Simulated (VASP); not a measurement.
A run of VASP 6.6.1:

File POSCAR:

```
Al3Cu
1.0
    2.7737808638      0.0000000000      0.0000000000
    0.0000000000      2.7737808638      0.0000000000
    0.0000000000      0.0000000000      7.5918631133
Al Cu
3 1
Direct
    0.0000000000      0.0000000000      0.4769490048
    0.5000000000      0.5000000000      0.1995920054
    0.5000000000      0.5000000000      0.7543060042
    0.0000000000      0.0000000000      0.0000000000
```

File INCAR.step1:

```
SYSTEM = Al3Cu
PREC = Accurate
ENCUT = 520
ISMEAR = 0
SIGMA = 0.15
LREAL = .False.
LASPH = .True.
NELM = 100
NBANDS = 18
GGA = PE
ALGO = Normal
EDIFF = 1E-4
LWAVE = .True.
LCHARG = .False.
```

File INCAR.step2:

```
SYSTEM = Al3Cu
PREC = Accurate
ENCUT = 520
EDIFF = 1E-6
ISMEAR = 0
SIGMA = 0.15
LREAL = .False.
LASPH = .True.
NELM = 100
ALGO = Normal
ISIF = 2
LWAVE = .False.
LCHARG = .False.
METAGGA = R2SCAN
LMIXTAU = .True.
NBANDS = 18
ISTART = 1
```

KPOINTS

```
regular mesh
0
Gamma
  18 18 6
  0 0 0
```

Potentials or basis: VASP PAW PBE potentials, release 64 (Al, Cu).

Launch:

```console
$ cat potpaw_PBE.64/Al/POTCAR potpaw_PBE.64/Cu/POTCAR > POTCAR
$ cp INCAR.step1 INCAR
$ mpirun -np 1 vasp_std > vasp.out
$ cp INCAR.step2 INCAR
$ mpirun -np 1 vasp_std > vasp.out
```

Hardware: 1 thread of Oxide Virtual Turin-like Processor, with other jobs on the host.

Q: How long does it take, and how much memory?

A: Run time: 14 min on 1 thread of Oxide Virtual Turin-like Processor, with other jobs on the host, peak memory 0.31 GiB. Counts: k points 220.
